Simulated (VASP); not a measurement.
# Si2W (P6_222) in VASP: notebook

Runs on Si2W. Level: PBE. Tasks: single point.

All numbers are computed with VASP 6.6.1; they aren't measurements. Logs are shortened: lines on timing, memory, paths and dates and some standing lists are left out, and cuts for length are marked.

## 1. The cell of the first run

The structure is hexagonal, space group P6_222 (No. 180). Conventional cell: a = 4.614 Å, b = 4.614 Å, c = 6.647 Å, α = 90.00°, β = 90.00°, γ = 120.00°. Si (site symmetry 2) has 5 W at 2.44 to 2.78 Å and 7 Si at 2.47 to 3.12 Å within 3.2 Å. Within 3.2 Å of W (site symmetry 222) lie 10 Si at 2.44 to 2.78 Å and 4 W at 3.20 Å.

## 2. Single point, PBE (c/a of the conventional cell at fixed volume 1.4405)

Input file INCAR:

```
PREC = Accurate ; ENCUT = 520
EDIFF = 1E-7 ; ISMEAR = 0
SIGMA = 0.03 ; LREAL = False
LASPH = True ; NELM = 80
ALGO = Normal ; ISIF = 2
LWAVE = False ; LCHARG = False
GGA = PE ; NBANDS = 43
```

Input file KPOINTS:

```
regular mesh
0
Gamma
  9 9 6
```

Input file POSCAR:

```
Si2W
1.0
    4.6143995253      0.0000000000      0.0000000000
   -2.3071997627      3.9961872121      0.0000000000
    0.0000000000      0.0000000000      6.6468916183
Si W
6 3
Direct
    0.8050634200      0.6101268399      0.5000000000
    0.1949365800      0.8050634200      0.8333333333
    0.6101268399      0.8050634200      0.1666666667
    0.1949365800      0.3898731601      0.5000000000
    0.8050634200      0.1949365800      0.8333333333
    0.3898731601      0.1949365800      0.1666666667
    0.0000000000      0.5000000000      0.1666666667
    0.5000000000      0.5000000000      0.8333333333
    0.5000000000      0.0000000000      0.5000000000
```

Potentials or basis: VASP PAW PBE potentials, release 64 (Si, W_sv).

Command:

```
$ cat potpaw_PBE.64/Si/POTCAR potpaw_PBE.64/W_sv/POTCAR > POTCAR
$ mpirun -np 1 vasp_std > vasp.out
```

OUTCAR:

```text
PREC = Accurate
   ENCUT = 520
   EDIFF = 1E-7
   ISMEAR = 0
   LREAL = False
   LASPH = True
   NELM = 80
   ISIF = 2
   GGA = PE

 ion  position               nearest neighbor table
   1  0.805  0.610  0.500-   9 2.44   4 2.47   4 2.47   7 2.54   8 2.54   2 2.71   3 2.71   9 2.78
                             9 2.78   6 2.93   5 2.93   4 3.12
   2  0.195  0.805  0.833-   8 2.44   5 2.47   5 2.47   9 2.54   7 2.54   1 2.71   6 2.71   8 2.78
                             8 2.78   4 2.93   3 2.93   5 3.12
   3  0.610  0.805  0.167-   7 2.44   6 2.47   6 2.47   9 2.54   8 2.54   1 2.71   5 2.71   7 2.78
                             7 2.78   4 2.93   2 2.93   6 3.12
   4  0.195  0.390  0.500-   9 2.44   1 2.47   1 2.47   7 2.54   8 2.54   5 2.71   6 2.71   9 2.78
                             9 2.78   3 2.93   2 2.93   1 3.12
   5  0.805  0.195  0.833-   8 2.44   2 2.47   2 2.47   9 2.54   7 2.54   4 2.71   3 2.71   8 2.78
                             8 2.78   1 2.93   6 2.93   2 3.12
   6  0.390  0.195  0.167-   7 2.44   3 2.47   3 2.47   9 2.54   8 2.54   4 2.71   2 2.71   7 2.78
                             7 2.78   1 2.93   5 2.93   3 3.12
   7  0.000  0.500  0.167-   3 2.44   6 2.44   4 2.54   1 2.54   5 2.54   2 2.54   3 2.78   6 2.78
                             3 2.78   6 2.78   9 3.20   9 3.20   8 3.20   8 3.20
   8  0.500  0.500  0.833-   2 2.44   5 2.44   4 2.54   1 2.54   3 2.54   6 2.54   2 2.78   5 2.78
                             2 2.78   5 2.78   9 3.20   9 3.20   7 3.20   7 3.20
   9  0.500  0.000  0.500-   1 2.44   4 2.44   6 2.54   3 2.54   2 2.54   5 2.54   4 2.78   1 2.78
                             1 2.78   4 2.78   7 3.20   7 3.20   8 3.20   8 3.20

  LATTYP: Found a hexagonal cell.
 ALAT       =     4.6143995253
 C/A-ratio  =     1.4404672985

  Lattice vectors:

 A1 = (   4.6143995253,   0.0000000000,   0.0000000000)
 A2 = (  -2.3071997627,   3.9961872121,   0.0000000000)
 A3 = (   0.0000000000,   0.0000000000,   6.6468916183)

Analysis of symmetry for initial positions (statically):
=====================================================================
 Subroutine PRICEL returns:
 Original cell was already a primitive cell.

 Routine SETGRP: Setting up the symmetry group for a
 hexagonal supercell.

 Subroutine GETGRP returns: Found 12 space group operations
 (whereof  4 operations were pure point group operations)
 out of a pool of 24 trial point group operations.

The static configuration has the point symmetry D_2 .
 The point group associated with its full space group is D_6 .

Analysis of symmetry for dynamics (positions and initial velocities):
=====================================================================
 Subroutine PRICEL returns:
 Original cell was already a primitive cell.

 Routine SETGRP: Setting up the symmetry group for a
 hexagonal supercell.

 Subroutine GETGRP returns: Found 12 space group operations
 (whereof  4 operations were pure point group operations)
 out of a pool of 24 trial point group operations.

The dynamic configuration has the point symmetry D_2 .
 The point group associated with its full space group is D_6 .

 Subroutine INISYM returns: Found 12 space group operations
 (whereof  4 operations are pure point group operations),
 and found     1 'primitive' translations

----------------------------------------------------------------------------------------

                                     Primitive cell

  volume of cell :     122.5687

  direct lattice vectors                    reciprocal lattice vectors
     4.614399525  0.000000000  0.000000000     0.216712921  0.125119263  0.000000000
    -2.307199763  3.996187212  0.000000000     0.000000000  0.250238527  0.000000000
     0.000000000  0.000000000  6.646891618     0.000000000  0.000000000  0.150446262

  length of vectors
     4.614399525  4.614399525  6.646891618     0.250238527  0.250238527  0.150446262

  position of ions in fractional coordinates (direct lattice)
     0.805063420  0.610126840  0.500000000
     0.194936580  0.805063420  0.833333333
     0.610126840  0.805063420  0.166666667
     0.194936580  0.389873160  0.500000000
     0.805063420  0.194936580  0.833333333
     0.389873160  0.194936580  0.166666667
     0.000000000  0.500000000  0.166666667
     0.500000000  0.500000000  0.833333333
     0.500000000  0.000000000  0.500000000

  ion indices of the primitive-cell ions
   primitive index   ion index
                 1           1
                 2           2
                 3           3
                 4           4
                 5           5
                 6           6
                 7           7
                 8           8
                 9           9

----------------------------------------------------------------------------------------

 KPOINTS: regular mesh

Automatic generation of k-mesh.
 Grid dimensions read from file:
 generate k-points for:    9    9    6

 Generating k-lattice:

  Cartesian coordinates                     Fractional coordinates (reciprocal lattice)
     0.024079213  0.013902140  0.000000000     0.111111111  0.000000000  0.000000000
     0.000000000  0.027804281  0.000000000     0.000000000  0.111111111  0.000000000
     0.000000000  0.000000000  0.025074377     0.000000000  0.000000000  0.166666667

  Length of vectors
     0.027804281  0.027804281  0.025074377

  Shift w.r.t. Gamma in fractional coordinates (k-lattice)
     0.000000000  0.000000000  0.000000000

 Subroutine IBZKPT returns following result:
 ===========================================

 Found     48 irreducible k-points:

 Following reciprocal coordinates:
            Coordinates               Weight
  0.000000  0.000000  0.000000      1.000000
  0.111111 -0.000000  0.000000      6.000000
  0.222222 -0.000000  0.000000      6.000000
  0.333333  0.000000  0.000000      6.000000
  0.444444 -0.000000  0.000000      6.000000
  0.111111  0.111111  0.000000      6.000000
[... 16 lines left out ...]
  0.333333  0.222222  0.166667     24.000000
  0.333333  0.333333  0.166667      4.000000
 [... further k-points ...]
   k-points           NKPTS =     48   k-points in BZ     NKDIM =     48   number of bands    NBANDS=     43
   number of dos      NEDOS =    301   number of ions     NIONS =      9
   total plane-waves  NPLWV =  64800
   dimension x,y,z NGX =    36 NGY =   36 NGZ =   50
   dimension x,y,z NGXF=    72 NGYF=   72 NGZF=  100
   ions per type =               6   3
   NGX,Y,Z   is equivalent  to a cutoff of  12.97, 12.97, 12.51 a.u.
   NGXF,Y,Z  is equivalent  to a cutoff of  25.94, 25.94, 25.01 a.u.
 SYSTEM =  unknown system
   PREC   = accura    normal or accurate (medium, high low for compatibility)
   ISTART =      0    job   : 0-new  1-cont  2-samecut
   ICHARG =      2    charge: 1-file 2-atom 10-const
   ISPIN  =      1    spin polarized calculation?
   LNONCOLLINEAR =      F non collinear calculations
   LSORBIT =      F    spin-orbit coupling
   LASPH  =      T    aspherical Exc in radial PAW
   ENCUT  =  520.0 eV  38.22 Ry    6.18 a.u.   8.58  8.58 12.36*2*pi/ulx,y,z
   NELM   =     80;   NELMIN=  2; NELMDL= -5     # of ELM steps
   EDIFF  = 0.1E-06   stopping-criterion for ELM
   LREAL  =      F    real-space projection
   EDIFFG = 0.1E-05   stopping-criterion for IOM
   NSW    =      0    number of steps for IOM
   IBRION =     -1    ionic relax: 0-MD 1-quasi-New 2-CG
   NFREE  =      0    steps in history (QN), initial steepest desc. (CG)
   ISIF   =      2    stress and relaxation
   ISYM   =      2    0-nonsym 1-usesym 2-fastsym
   POTIM  = 0.5000    time-step for ionic-motion
   TEBEG  =    0.0;   TEEND  =   0.0 temperature during run
   PSTRESS=    0.0 pullay stress
   NELECT =      66.0000    total number of electrons
   NUPDOWN=      -1.0000    fix difference up-down
   EMIN   =  10.00;   EMAX   =-10.00  energy-range for DOS
   EFERMI =   0.00;   METHOD = LEGACY
   ISMEAR =     0;   SIGMA  =   0.03  broadening in eV -4-tet -1-fermi 0-gaus
   EFERMI_NEDOS =   21; number of points for ismear=-14 and -15
   IALGO  =     38    algorithm
   IMIX   =      4    mixing-type and parameters
     AMIX     =   0.40;   BMIX     =  1.00
     AMIX_MAG =   1.60;   BMIX_MAG =  1.00
  volume/ion in A,a.u.               =      13.62        91.90
  Fermi-wavevector in a.u.,A,eV,Ry     =   1.331873  2.516876 24.135194  1.773887
  Thomas-Fermi vector in A             =   2.460851
   LORBIT       =      0    0 simple, 1 ext, 2 COOP (PROOUT), +10 PAW based schemes
   GGA     = PE    functional components
   LHFCALC =     F    Hartree Fock is set to
   AEXX    =    0.0000 exact exchange contribution
   IVDW    =     0    specifies the selected vdW correction
   LEPSILON=     F    determine dielectric tensor
   LRPA    =     F    only Hartree local field effects (RPA)
 non-spin polarized calculation
 Gauss-broadening in eV      SIGMA  =   0.03
  energy-cutoff  :      520.00
  volume of cell :      122.57
 maximum number of plane-waves:      3325
 NGX is ok and might be reduce to    36
   NGX = 17   NGY = 17   NGZ = 25

 number of electron      66.0000009 magnetization

 Free energy of the ion-electron system (eV)
  ---------------------------------------------------
  ext. energy  EPLUGINS =         0.00000000
  ---------------------------------------------------
  free energy    TOTEN  =       -71.06867120 eV

  energy without entropy =      -71.06867120  energy(sigma->0) =      -71.06867120

 E-fermi :  11.9728     XC(G=0): -12.4319

 val. band max:       11.8452533069   @ k =   0.4444  -0.0000   0.5000
 cond. band min:      12.3070442889   @ k =   0.2222  -0.0000   0.5000
 fundamental gap:      0.4617909820
 Fermi energy:        11.9728456111

 k-point     1 :       0.0000    0.0000    0.0000
  band No.  band energies     occupation
      1     -61.9547      2.00000
      2     -61.9423      2.00000
      3     -61.9423      2.00000
      4     -26.4843      2.00000
      5     -26.4344      2.00000
      6     -26.4344      2.00000
[... 35 lines left out ...]
     42      15.4671      0.00000
     43      15.9726      0.00000
[... 1017 lines left out ...]
      3     -61.9425      2.00000
      4     -26.4931      2.00000
      5     -26.4824      2.00000
      6     -26.4209      2.00000
[... 35 lines left out ...]
     42      14.9707      0.00000
     43      15.6383      0.00000

 [... further k-points ...]

------------------------ aborting loop because EDIFF is reached ----------------------------------------

  FORCE on cell =-STRESS in cart. coord.  units (eV):
  Direction    XX          YY          ZZ          XY          YZ          ZX
  --------------------------------------------------------------------------------------
  -------------------------------------------------------------------------------------
  Total        8.4390202      8.4390202      5.1385156     -0.0000000     -0.0000000      0.0000000
  in kB      110.3120597    110.3120597     67.1689630     -0.0000000     -0.0000000      0.0000000
  external PRESSURE =      95.9310274 kB  Pullay stress =       0.0000000 kB

 VOLUME and BASIS-vectors are now :
 -----------------------------------------------------------------------------
  energy-cutoff  :      520.00
  volume of cell :      122.57
      direct lattice vectors                 reciprocal lattice vectors
     4.614399525  0.000000000  0.000000000     0.216712921  0.125119263  0.000000000
    -2.307199763  3.996187212  0.000000000     0.000000000  0.250238527  0.000000000
     0.000000000  0.000000000  6.646891618     0.000000000  0.000000000  0.150446262

 POSITION                                       TOTAL-FORCE (eV/Angst)
 -----------------------------------------------------------------------------------
      2.30720      2.43818      3.32345        -0.000000      3.532187     -0.000000
     -0.95793      3.21718      5.53908        -3.058964      1.766093     -0.000000
      0.95793      3.21718      1.10782         3.058964      1.766093     -0.000000
     -0.00000      1.55801      3.32345         0.000000     -3.532187     -0.000000
      3.26513      0.77900      5.53908         3.058964     -1.766093      0.000000
      1.34927      0.77900      1.10782        -3.058964     -1.766093      0.000000
     -1.15360      1.99809      1.10782         0.000000      0.000000     -0.000000
      1.15360      1.99809      5.53908         0.000000      0.000000      0.000000
      2.30720      0.00000      3.32345         0.000000      0.000000     -0.000000
 -----------------------------------------------------------------------------------
    total drift:                               -0.000000     -0.000000      0.000000

  FREE ENERGIE OF THE ION-ELECTRON SYSTEM (eV)
  ---------------------------------------------------
  free  energy   TOTEN  =       -71.0686711990 eV

  energy  without entropy=      -71.0686711990  energy(sigma->0) =      -71.06867120
```

Run time: 2.8 min. Hardware: 1 thread of Intel Xeon Platinum 8488C (Sapphire Rapids), shared host; peak memory 0.36 GiB.

What came out:

```
Free energy            : -71.0687 eV
Pressure               : 9.6 GPa
Largest force          : 3.532 eV/Å
Band gap on the k mesh : 0.46 eV, indirect (least direct gap 0.80 eV)
```

Forces on the atoms (eV/Å):
```
Si   0.000  3.532  0.000
Si  -3.059  1.766  0.000
Si   3.059  1.766  0.000
Si   0.000 -3.532  0.000
Si   3.059 -1.766  0.000
Si  -3.059 -1.766  0.000
W    0.000  0.000  0.000
W    0.000  0.000  0.000
W    0.000  0.000  0.000
```

Stress tensor (GPa, compression positive):
```
11.03  0.00  0.00
 0.00 11.03  0.00
 0.00  0.00  6.72
```

Levels at points of the mesh, in eV from the valence-band top:
| k point | band 31 | band 32 | band 33 | band 34 | band 35 | band 36 |
| --- | --- | --- | --- | --- | --- | --- |
| (0.00, 0.00, 0.00) | -2.08 | -1.77 | -1.13 | 2.48 | 2.64 | 2.64 |
| (0.00, 0.00, 0.50) | -0.82 | -0.69 | -0.69 | 1.15 | 1.93 | 2.16 |

Caveat: spin-orbit coupling is left out, which moves the levels of the heavy elements; forces of over 1 eV/Å act on the atoms, so gaps and moduli don't describe the material at rest. A k mesh can miss the band edges.

(Part 1 of 2 ends here.)
